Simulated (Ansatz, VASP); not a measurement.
**TlCuF3 in VASP and in Ansatz**

```
Cu F Tl
1.0
     4.09052    0.00000    0.00000
     0.00000    4.09052    0.00000
     0.00000    0.00000    4.07633
Cu F Tl
1 3 1
Cartesian
  0.0000 0.0000 0.0000
  0.0000 0.0000 2.0382
  2.0453 0.0000 0.0000
  0.0000 2.0453 0.0000
  2.0453 2.0453 2.0382
```

Alike in both runs: task single point; functional LDA; k mesh 5 × 5 × 5; occupations gaussian, width 0.05 eV; collinear spin; Hubbard terms Cu d U = 5.0 eV.

|  | VASP | Ansatz |
| --- | --- | --- |
| version | VASP 6.6.1 | Ansatz 0.2.0 |
| potentials or method | VASP PAW LDA potentials, release 64 (Cu, F, Tl_d), cutoff 520 eV | scalar-relativistic, plane waves, PAW |
| valence electrons in the cell | 45 | 53 |

Ansatz gave:

- gap on the k mesh at the Fermi level (eV): none
- pressure (GPa): -5.5
- traceless stress, the component that is largest in VASP (GPa): -0.31
- net moment per atom (μB): 0.02
- size of the moment on the site where the two differ most (μB): 0.07

**Question.** Which values does VASP return?

**Answer.** gap on the k mesh at the Fermi level (eV): none; pressure (GPa): -6.7; traceless stress, the component that is largest in VASP (GPa): 0.20; net moment per atom (μB): 0.20; size of the moment on the site where the two differ most (μB): 0.69.

The net moments are unlike, so the other rows may belong to different states. LDA's correlation is that of Perdew and Zunger in VASP and of Perdew and Wang (1992) in Ansatz. Site moments also hang on the region over which each program counts them. The programs project onto different local orbitals, so the same U acts differently, and such runs can settle in different states. A gap of «none» marks a metal or a gap that the smearing closes. VASP's potentials hold 45 valence electrons a cell and Ansatz's 53, so a difference there can come from the potentials and not from the codes. Ansatz's warnings: filled band counts differ across k points.

Neither program's run includes spin-orbit coupling.
